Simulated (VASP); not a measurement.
Runs of VASP 6.6.1 on NaB5. The structure is that of space group P6/mmm (No. 191), or close to it. The cells are those of the table. 

```csv
task,cell,k mesh,cutoff (eV),gap on the mesh (eV),pressure (GPa),relaxed volume (Å³/atom)
relaxation of cell and atoms,"relaxed from a = 4.442, b = 4.442, c = 3.710 Å, angles 90.0, 90.0, 120.0°, 6 atoms",6 × 6 × 6,600,none,0.1,(a)
single point,"a = 4.375, b = 4.375, c = 2.859 Å, angles 90.0, 90.0, 120.0°, 6 atoms",6 × 6 × 6,520,none,0.0,-
single point,"a = 4.442, b = 4.442, c = 3.710 Å, angles 90.0, 90.0, 120.0°, 6 atoms",6 × 6 × 6,520,none,-28.3,-
single point,"a = 4.356, b = 4.356, c = 2.859 Å, angles 90.0, 90.0, 120.0°, 6 atoms",12 × 12 × 14,520,none,0.1,-
relaxation of cell and atoms,"relaxed from a = 4.375, b = 4.375, c = 2.859 Å, angles 90.0, 90.0, 120.0°, 6 atoms",12 × 12 × 14,600,none,0.0,7.83
```

Alike in all rows: level PBE; potentials or basis VASP PAW PBE potentials, release 64 (Na_pv, B); no spin polarisation; smearing gaussian 0.1 eV.

**Question.** Estimate the missing entries.

**Answer.** (a) 7.89.

Caveats: some runs use coarse meshes; the volume moved by over 15 % at a fixed basis, so the end points are rough (some runs).

A gap of «none» marks levels without a gap at the run's occupations.
